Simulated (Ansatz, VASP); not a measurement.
**One calculation of GaP, two programs**

```xyz
2
Lattice="0.0000 2.8343 2.9433 2.8343 0.0000 2.9433 2.8343 2.8343 0.0000" Properties=species:S:1:pos:R:3 pbc="T T T"
Ga    0.0000    0.0000    0.0000
P     4.2514    4.2514    4.4149
```

Change from the starting cell: strain +0.040 along x and y, +0.080 along z, atoms carried along.

Alike in both runs: task single point; functional r2SCAN; k mesh 8 × 8 × 8; occupations gaussian, width 0.05 eV; no spin polarisation.

|  | VASP | Ansatz |
| --- | --- | --- |
| version | VASP 6.6.1 | Ansatz 0.2.0 |
| potentials or method | VASP PAW PBE potentials, release 64 (Ga_d, P), cutoff 520 eV | scalar-relativistic, plane waves, PAW |
| valence electrons in the cell | 18 | 18 |

Ansatz gave:

| Property | Result |
| --- | --- |
| gap on the k mesh at the Fermi level (eV) | 0.96 |
| least direct gap on the mesh (eV) | 0.96 |
| pressure (GPa) | -9.6 |
| traceless stress, the component that is largest in VASP (GPa) | -2.00 |

Task: Estimate VASP's values.

Result: gap on the k mesh at the Fermi level (eV): 0.95; least direct gap on the mesh (eV): 0.95; pressure (GPa): -9.6; traceless stress, the component that is largest in VASP (GPa): -1.99.

VASP's potentials were made for PBE, not for r2SCAN. The functional is the same, so the differences come from potentials, cutoffs and numerics.
